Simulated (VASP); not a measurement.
# Si (I4_1/amd) in VASP: further runs

Si is run at these levels: LDA; tasks: electric field gradients.

Everything below comes from runs of VASP 6.6.1. Logs are shortened: lines on timing, memory, paths and dates and some standing lists are left out, and cuts for length are marked.

### Step 1. The cell of the first run

The structure is tetragonal, space group I4_1/amd (No. 141). Conventional cell: a = 3.802 Å, b = 3.802 Å, c = 5.431 Å, α = 90.00°, β = 90.00°, γ = 90.00°. Within 3.1 Å of Si (site symmetry -4m2) lie 4 Si at 2.34 Å.

### Step 2. Electric field gradients, LDA (equal xx and yy strain of -1 %)

Input file INCAR:

```
SYSTEM = Si
ALGO = Normal ; EDIFF = 1E-8
ENCUT = 520 ; ISIF = 2
ISMEAR = -1 ; LASPH = .True.
LCHARG = .False. ; LEFG = .True.
LREAL = .False. ; LWAVE = .False.
NBANDS = 11 ; NELM = 100
PREC = Accurate ; SIGMA = 0.08
```

Input file KPOINTS:

```
k-points
0
Gamma
  11 11 11
  0 0 0
```

Input file POSCAR:

```
Si
1.0
    0.0000000000      2.6883153000      2.7154700000
    2.6883153000      0.0000000000      2.7154700000
    2.6883153000      2.6883153000      0.0000000000
Si
2
Direct
    0.5000000000      0.5000000000      0.5000000000
    0.7500000000      0.7500000000      0.7500000000
```

Potentials or basis: VASP PAW LDA potentials, release 64 (Si).

The run is started by

```bash
> cat potpaw_LDA.64/Si/POTCAR > POTCAR
> mpirun -np 1 vasp_std > vasp.out
```

OUTCAR:

```text
SYSTEM = Si
   EDIFF = 1E-8
   ENCUT = 520
   ISIF = 2
   ISMEAR = -1
   LASPH = .True.
   LREAL = .False.
   NELM = 100
   PREC = Accurate

 ion  position               nearest neighbor table
   1  0.500  0.500  0.500-   2 2.34   2 2.34   2 2.34   2 2.34
   2  0.750  0.750  0.750-   1 2.34   1 2.34   1 2.34   1 2.34

  LATTYP: Found a body centered tetragonal cell.
 ALAT       =     3.8018519572
 C/A-ratio  =     1.4284985479

  Lattice vectors:

 A1 = (  -2.6883153000,   0.0000000000,   2.7154700000)
 A2 = (   2.6883153000,   0.0000000000,   2.7154700000)
 A3 = (   0.0000000000,   2.6883153000,  -2.7154700000)

Analysis of symmetry for initial positions (statically):
=====================================================================
 Subroutine PRICEL returns:
 Original cell was already a primitive cell.

 Routine SETGRP: Setting up the symmetry group for a
 body centered tetragonal supercell.

 Subroutine GETGRP returns: Found 16 space group operations
 (whereof  8 operations were pure point group operations)
 out of a pool of 16 trial point group operations.

The static configuration has the point symmetry D_2d.
 The point group associated with its full space group is D_4h.

Analysis of symmetry for dynamics (positions and initial velocities):
=====================================================================
 Subroutine PRICEL returns:
 Original cell was already a primitive cell.

 Routine SETGRP: Setting up the symmetry group for a
 body centered tetragonal supercell.

 Subroutine GETGRP returns: Found 16 space group operations
 (whereof  8 operations were pure point group operations)
 out of a pool of 16 trial point group operations.

The dynamic configuration has the point symmetry D_2d.
 The point group associated with its full space group is D_4h.

 Subroutine INISYM returns: Found 16 space group operations
 (whereof  8 operations are pure point group operations),
 and found     1 'primitive' translations

----------------------------------------------------------------------------------------

                                     Primitive cell

  volume of cell :      39.2496

  direct lattice vectors                    reciprocal lattice vectors
     0.000000000  2.688315300  2.715470000    -0.185990088  0.185990088  0.184130187
     2.688315300  0.000000000  2.715470000     0.185990088 -0.185990088  0.184130187
     2.688315300  2.688315300  0.000000000     0.185990088  0.185990088 -0.184130187

  length of vectors
     3.821101474  3.821101474  3.801851957     0.321074060  0.321074060  0.321074060

  position of ions in fractional coordinates (direct lattice)
     0.500000000  0.500000000  0.500000000
     0.750000000  0.750000000  0.750000000

  ion indices of the primitive-cell ions
   primitive index   ion index
                 1           1
                 2           2

----------------------------------------------------------------------------------------

 KPOINTS: k-points

Automatic generation of k-mesh.
 Grid dimensions read from file:
 generate k-points for:   11   11   11

 Generating k-lattice:

  Cartesian coordinates                     Fractional coordinates (reciprocal lattice)
    -0.016908190  0.016908190  0.016739108     0.090909091 -0.000000000  0.000000000
     0.016908190 -0.016908190  0.016739108    -0.000000000  0.090909091  0.000000000
     0.016908190  0.016908190 -0.016739108     0.000000000  0.000000000  0.090909091

  Length of vectors
     0.029188551  0.029188551  0.029188551

  Shift w.r.t. Gamma in fractional coordinates (k-lattice)
     0.000000000  0.000000000  0.000000000

 Subroutine IBZKPT returns following result:
 ===========================================

 Found    126 irreducible k-points:

 Following reciprocal coordinates:
            Coordinates               Weight
  0.000000  0.000000  0.000000      1.000000
  0.090909  0.000000  0.000000      8.000000
  0.181818  0.000000  0.000000      8.000000
  0.272727  0.000000  0.000000      8.000000
  0.363636  0.000000  0.000000      8.000000
  0.454545  0.000000  0.000000      8.000000
[... 16 lines left out ...]
 -0.272727  0.181818  0.000000      8.000000
 -0.181818  0.181818  0.000000      4.000000
 [... further k-points ...]
   k-points           NKPTS =    126   k-points in BZ     NKDIM =    126   number of bands    NBANDS=     11
   number of dos      NEDOS =    301   number of ions     NIONS =      2
   total plane-waves  NPLWV =  21952
   dimension x,y,z NGX =    28 NGY =   28 NGZ =   28
   dimension x,y,z NGXF=    56 NGYF=   56 NGZF=   56
   ions per type =               2
   NGX,Y,Z   is equivalent  to a cutoff of  12.18, 12.18, 12.24 a.u.
   NGXF,Y,Z  is equivalent  to a cutoff of  24.36, 24.36, 24.49 a.u.
 SYSTEM =  Si
   PREC   = accura    normal or accurate (medium, high low for compatibility)
   ISTART =      0    job   : 0-new  1-cont  2-samecut
   ICHARG =      2    charge: 1-file 2-atom 10-const
   ISPIN  =      1    spin polarized calculation?
   LNONCOLLINEAR =      F non collinear calculations
   LSORBIT =      F    spin-orbit coupling
   LASPH  =      T    aspherical Exc in radial PAW
   ENCUT  =  520.0 eV  38.22 Ry    6.18 a.u.   7.10  7.10  7.07*2*pi/ulx,y,z
   NELM   =    100;   NELMIN=  2; NELMDL= -5     # of ELM steps
   EDIFF  = 0.1E-07   stopping-criterion for ELM
   LREAL  =      F    real-space projection
   EDIFFG = 0.1E-06   stopping-criterion for IOM
   NSW    =      0    number of steps for IOM
   IBRION =     -1    ionic relax: 0-MD 1-quasi-New 2-CG
   NFREE  =      0    steps in history (QN), initial steepest desc. (CG)
   ISIF   =      2    stress and relaxation
   ISYM   =      2    0-nonsym 1-usesym 2-fastsym
   POTIM  = 0.5000    time-step for ionic-motion
   TEBEG  =    0.0;   TEEND  =   0.0 temperature during run
   PSTRESS=    0.0 pullay stress
   NELECT =       8.0000    total number of electrons
   NUPDOWN=      -1.0000    fix difference up-down
   EMIN   =  10.00;   EMAX   =-10.00  energy-range for DOS
   EFERMI =   0.00;   METHOD = LEGACY
   ISMEAR =    -1;   SIGMA  =   0.08  broadening in eV -4-tet -1-fermi 0-gaus
   EFERMI_NEDOS =   21; number of points for ismear=-14 and -15
   IALGO  =     38    algorithm
   IMIX   =      4    mixing-type and parameters
     AMIX     =   0.40;   BMIX     =  1.00
     AMIX_MAG =   1.60;   BMIX_MAG =  1.00
  volume/ion in A,a.u.               =      19.62       132.43
  Fermi-wavevector in a.u.,A,eV,Ry     =   0.963444  1.820645 12.629252  0.928224
  Thomas-Fermi vector in A             =   2.092990
   LORBIT       =      0    0 simple, 1 ext, 2 COOP (PROOUT), +10 PAW based schemes
   GGA     = CA    functional components
   LHFCALC =     F    Hartree Fock is set to
   AEXX    =    0.0000 exact exchange contribution
   IVDW    =     0    specifies the selected vdW correction
   LEPSILON=     F    determine dielectric tensor
   LRPA    =     F    only Hartree local field effects (RPA)
 non-spin polarized calculation
  energy-cutoff  :      520.00
  volume of cell :       39.25
 maximum number of plane-waves:      1066
   NGX = 15   NGY = 15   NGZ = 15

 number of electron       8.0000001 magnetization

 Free energy of the ion-electron system (eV)
  ---------------------------------------------------
  ext. energy  EPLUGINS =         0.00000000
  ---------------------------------------------------
  free energy    TOTEN  =       -11.91861239 eV

  energy without entropy =      -11.91798614  energy(sigma->0) =      -11.91829926

 E-fermi :   6.1811     XC(G=0):  -9.6812

 val. band max:        5.9988258633   @ k =   0.0000   0.0000   0.0000
 cond. band min:       6.4014288378   @ k =   0.4545   0.0000   0.4545
 fundamental gap:      0.4026029745
 Fermi energy:         6.1810789700

 k-point     1 :       0.0000    0.0000    0.0000
  band No.  band energies     occupation
      1      -6.1196      2.00000
      2       5.9271      1.91977
      3       5.9988      1.81410
      4       5.9988      1.81410
      5       8.4963      0.00000
      6       8.4963      0.00000
      7       8.5318      0.00000
      8       9.4125      0.00000
      9      13.6192      0.00000
     10      13.7383      0.00000
     11      13.8064      0.00000
[... 309 lines left out ...]
 k-point    24 :      -0.1818    0.1818    0.0000
  band No.  band energies     occupation
      1      -4.9692      2.00000
      2       1.8613      2.00000
      3       3.1764      2.00000
      4       5.3298      1.99995
      5       9.0023      0.00000
      6       9.6980      0.00000
      7       9.9254      0.00000
      8      11.6007      0.00000
      9      12.0400      0.00000
     10      16.1205      0.00000
     11      16.4904      0.00000

 [... further k-points ...]
[... 5 lines left out ...]
  --------------------------------------------------------------------------------------
  -------------------------------------------------------------------------------------
  Total        0.1857968      0.1857968     -0.0532707      0.0000000      0.0000000      0.0000000
  in kB        7.5842618      7.5842618     -2.1745222      0.0000000      0.0000000      0.0000000
  external PRESSURE =       4.3313338 kB  Pullay stress =       0.0000000 kB

 VOLUME and BASIS-vectors are now :
 -----------------------------------------------------------------------------
  energy-cutoff  :      520.00
  volume of cell :       39.25
      direct lattice vectors                 reciprocal lattice vectors
     0.000000000  2.688315300  2.715470000    -0.185990088  0.185990088  0.184130187
     2.688315300  0.000000000  2.715470000     0.185990088 -0.185990088  0.184130187
     2.688315300  2.688315300  0.000000000     0.185990088  0.185990088 -0.184130187

 POSITION                                       TOTAL-FORCE (eV/Angst)
 -----------------------------------------------------------------------------------
      2.68832      2.68832      2.71547        -0.000000     -0.000000      0.000000
      4.03247      4.03247      4.07320         0.000000      0.000000      0.000000
 -----------------------------------------------------------------------------------
    total drift:                                0.000000      0.000000     -0.000000

  FREE ENERGIE OF THE ION-ELECTRON SYSTEM (eV)
  ---------------------------------------------------
  free  energy   TOTEN  =       -11.9186123902 eV

  energy  without entropy=      -11.9179861395  energy(sigma->0) =      -11.91829926

 Electric field gradients (V/A^2)
---------------------------------------------------------------------
 ion       V_xx      V_yy      V_zz      V_xy      V_xz      V_yz
---------------------------------------------------------------------
   1       0.038     0.038    -0.076    -0.000    -0.000    -0.000
   2       0.038     0.038    -0.076    -0.000    -0.000    -0.000
---------------------------------------------------------------------

 Electric field gradients after diagonalization (V/A^2)
 (convention: |V_zz| > |V_xx| > |V_yy|)
----------------------------------------------------------------------
 ion       V_xx      V_yy      V_zz     asymmetry (V_yy - V_xx)/ V_zz
----------------------------------------------------------------------
   1       0.038     0.038    -0.076       0.004
   2       0.038     0.038    -0.076       0.004
----------------------------------------------------------------------

           NMR quadrupolar parameters

 Cq : quadrupolar parameter    Cq=e*Q*V_zz/h
 eta: asymmetry parameters     (V_yy - V_xx)/ V_zz
 Q  : nuclear electric quadrupole moment in mb (millibarn)
----------------------------------------------------------------------
 ion       Cq(MHz)       eta       Q (mb)
----------------------------------------------------------------------
   1      -0.000       0.004       1.000
   2      -0.000       0.004       1.000
----------------------------------------------------------------------
```

Run time: 32 s. Hardware: 1 thread of Intel Xeon 6975P-C, shared host; peak memory 0.16 GiB.

Results:

```
Free energy            : -11.9186 eV
Pressure               : 0.4 GPa
Band gap on the k mesh : 0.40 eV, indirect (least direct gap 2.50 eV)
```

Levels at points of the mesh, in eV from the valence-band top:
| k point | band 2 | band 3 | band 4 | band 5 | band 6 | band 7 |
| --- | --- | --- | --- | --- | --- | --- |
| (0.00, 0.00, 0.00) | -0.07 | 0.00 | 0.00 | 2.50 | 2.50 | 2.53 |

Caveat: the cell differs from its parent crystal (equal xx and yy strain of -1 %); without QUAD_EFG the Cq values of the log hold for a quadrupole moment of 1 mb, not for the nuclei. A k mesh can miss the band edges.

### Step 3. Electric field gradients, LDA (equal xx and yy strain of +2 %)

Input file INCAR:

```
  ALGO = Normal
  EDIFF = 1E-8
  ENCUT = 520
  GGA = CA
  ISIF = 2
  ISMEAR = -1
  LASPH = True
  LCHARG = False
  LEFG = True
  LREAL = False
  LWAVE = False
  NBANDS = 11
  NELM = 80
  PREC = Accurate
  SIGMA = 0.08
```

Input file KPOINTS:

```
k-points
0
Gamma
  11 11 11
```

Input file POSCAR:

```
Si
1.0
    0.0000000000      2.7697794000      2.7154700000
    2.7697794000      0.0000000000      2.7154700000
    2.7697794000      2.7697794000      0.0000000000
Si
2
Direct
    0.5000000000      0.5000000000      0.5000000000
    0.7500000000      0.7500000000      0.7500000000
```

Potentials or basis: VASP PAW LDA potentials, release 64 (Si).

The run is started by

```bash
> cat potpaw_LDA.64/Si/POTCAR > POTCAR
> mpirun -np 1 vasp_std > vasp.out
```

OUTCAR:

```text
EDIFF = 1E-8
   ENCUT = 520
   GGA = CA
   ISIF = 2
   ISMEAR = -1
   LASPH = True
   LREAL = False
   NELM = 80
   PREC = Accurate

 ion  position               nearest neighbor table
   1  0.500  0.500  0.500-   2 2.38   2 2.38   2 2.38   2 2.38
   2  0.750  0.750  0.750-   1 2.38   1 2.38   1 2.38   1 2.38

  LATTYP: Found a body centered tetragonal cell.
 ALAT       =     3.9170595923
 C/A-ratio  =     1.3864838847

  Lattice vectors:

 A1 = (   0.0000000000,  -2.7697794000,  -2.7154700000)
 A2 = (   0.0000000000,   2.7697794000,  -2.7154700000)
 A3 = (   2.7697794000,   0.0000000000,   2.7154700000)

Analysis of symmetry for initial positions (statically):
=====================================================================
 Subroutine PRICEL returns:
 Original cell was already a primitive cell.

 Routine SETGRP: Setting up the symmetry group for a
 body centered tetragonal supercell.

 Subroutine GETGRP returns: Found 16 space group operations
 (whereof  8 operations were pure point group operations)
[... 527 lines left out ...]
     2.769779400  0.000000000  2.715470000     0.180519792 -0.180519792  0.184130187
     2.769779400  2.769779400  0.000000000     0.180519792  0.180519792 -0.184130187

 POSITION                                       TOTAL-FORCE (eV/Angst)
 -----------------------------------------------------------------------------------
      2.76978      2.76978      2.71547         0.000000      0.000000      0.000000
      4.15467      4.15467      4.07320        -0.000000     -0.000000     -0.000000
 -----------------------------------------------------------------------------------
    total drift:                                0.000000     -0.000000     -0.000000

  FREE ENERGIE OF THE ION-ELECTRON SYSTEM (eV)
  ---------------------------------------------------
  free  energy   TOTEN  =       -11.8819147767 eV

  energy  without entropy=      -11.8814458437  energy(sigma->0) =      -11.88168031

 Electric field gradients (V/A^2)
---------------------------------------------------------------------
 ion       V_xx      V_yy      V_zz      V_xy      V_xz      V_yz
---------------------------------------------------------------------
   1      -0.119    -0.119     0.238     0.000     0.000     0.000
   2      -0.119    -0.119     0.238     0.000     0.000     0.000
---------------------------------------------------------------------

 Electric field gradients after diagonalization (V/A^2)
 (convention: |V_zz| > |V_xx| > |V_yy|)
----------------------------------------------------------------------
 ion       V_xx      V_yy      V_zz     asymmetry (V_yy - V_xx)/ V_zz
----------------------------------------------------------------------
   1      -0.119    -0.119     0.238       0.000
   2      -0.119    -0.119     0.238       0.000
----------------------------------------------------------------------

           NMR quadrupolar parameters

 Cq : quadrupolar parameter    Cq=e*Q*V_zz/h
 eta: asymmetry parameters     (V_yy - V_xx)/ V_zz
 Q  : nuclear electric quadrupole moment in mb (millibarn)
----------------------------------------------------------------------
 ion       Cq(MHz)       eta       Q (mb)
----------------------------------------------------------------------
   1       0.001       0.000       1.000
   2       0.001       0.000       1.000
----------------------------------------------------------------------
```

stdout:

```text
POSCAR found type information on POSCAR Si
 POSCAR found :  1 types and       2 ions
 scaLAPACK will be used
 LDA part: xc-table for (Slater(with rela. corr.)+CA(PZ))
 , standard interpolation
 POSCAR, INCAR and KPOINTS ok, starting setup
 FFT: planning ... GRIDC
 FFT: planning ... GRID_SOFT
 FFT: planning ... GRID
 WAVECAR not read
 entering main loop
ion   1

ion   2
```

Run time: 44 s. Hardware: 1 thread of Intel Xeon 6975P-C, shared host; peak memory 0.17 GiB.

What came out:

```
Free energy            : -11.8819 eV
Pressure               : -4.8 GPa
Band gap on the k mesh : 0.36 eV, indirect (least direct gap 2.35 eV)
```

Caveat: the cell differs from its parent crystal (equal xx and yy strain of +2 %); without QUAD_EFG the Cq values of the log hold for a quadrupole moment of 1 mb, not for the nuclei. A k mesh can miss the band edges.

[end of part 1 of 2]
